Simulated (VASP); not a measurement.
Wanted: the native input for a VASP 6.6.1 run.

```
Task                   : single point
Functional             : PBEsol
Potentials or basis    : VASP PAW PBE potentials, release 64 (Al, N)
Cutoff                 : 520 eV
k mesh                 : 12 × 12 × 6
Occupations            : gaussian, width 0.02 eV
Spin                   : no spin polarisation
Dipole correction      : no
Further INCAR settings : ALGO = Normal; EDIFF = 1e-07; NBANDS = 16
```

The structure of AlN lies in POSCAR:

```
AlN
1.0
    3.3121160000      0.0000000000      0.0000000000
   -1.6560580000      2.8683760000      0.0000000000
    0.0000000000      0.0000000000      4.2573557167
Al N
2 2
Direct
    0.3333333333      0.6666666667      0.7500000000
    0.6666666667      0.3333333333      0.2500000000
    0.3333333333      0.6666666667      0.2500000000
    0.6666666667      0.3333333333      0.7500000000
```

These files were run (other wordings do the same):

INCAR

```
SYSTEM = AlN
PREC = Accurate
ENCUT = 520
EDIFF = 1E-7
ISMEAR = 0
SIGMA = 0.02
LREAL = .False.
LASPH = .True.
NELM = 80
ALGO = Normal
ISIF = 2
LWAVE = .False.
LCHARG = .False.
GGA = PS
NBANDS = 16
```

KPOINTS

```
regular mesh
0
Gamma
  12 12 6
  0 0 0
```

Potentials or basis: VASP PAW PBE potentials, release 64 (Al, N).

The run is started by

```sh
$ cat potpaw_PBE.64/Al/POTCAR potpaw_PBE.64/N/POTCAR > POTCAR
$ mpirun -np 1 vasp_std > vasp.out
```

Results of the run:

| Property | Result |
| --- | --- |
| Pressure | -6.2 GPa |
| Band gap on the k mesh | 3.02 eV, direct |

Caveat: the PAW data sets were made with another functional, which shifts forces and pressure a little.

It took 64 s on 1 thread of Intel(R) Xeon(R) Platinum 8375C CPU @ 2.90GHz (Ice Lake) (shared host), peak memory 0.18 GiB.
